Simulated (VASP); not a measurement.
# Mg2Si: single point with PBE

Mg2Si:

```
Mg Si
1.0
     0.00000    3.14986    3.14986
     3.14986    0.00000    3.14986
     3.14986    3.14986    0.00000
Mg Si
2 1
Direct
  0.25000 0.25000 0.25000
  0.75000 0.75000 0.75000
  0.00000 0.00000 0.00000
```

```json
{
 "Program": "VASP 6.6.1",
 "Task": "single point",
 "Functional": "PBE",
 "Potentials or basis": "VASP PAW PBE potentials, release 64 (Mg, Si)",
 "Cutoff": "600 eV",
 "k mesh": "6 × 6 × 6",
 "Occupations": "gaussian, width 0.01 eV",
 "Spin": "no spin polarisation"
}
```

| Property | Result |
| --- | --- |
| Pressure | 1.6 GPa |
| Band gap on the k mesh | 0.17 eV (least direct gap 2.02 eV) |

Levels at points of the mesh, in eV from the valence-band top:
```
           k point  band 1  band 2  band 3  band 4  band 5  band 6  band 7  band 8  band 9
(0.00, 0.00, 0.00)   -9.22    0.00    0.00    0.00    2.02    2.60    2.60    2.60    5.66
(0.50, 0.00, 0.00)   -7.75   -4.84   -0.71   -0.71    1.35    2.56    2.56    5.07    8.06
(0.50, 0.50, 0.00)   -7.17   -4.49   -1.98   -1.98    0.17    0.44    8.07    8.07    8.50
```

It took 23 s on 1 thread of Intel Xeon 8259CL, on a shared host, peak memory 0.2 GiB.

Caveat: semilocal functionals underestimate gaps, and a narrow one can read as zero. A k mesh can miss the band edges.
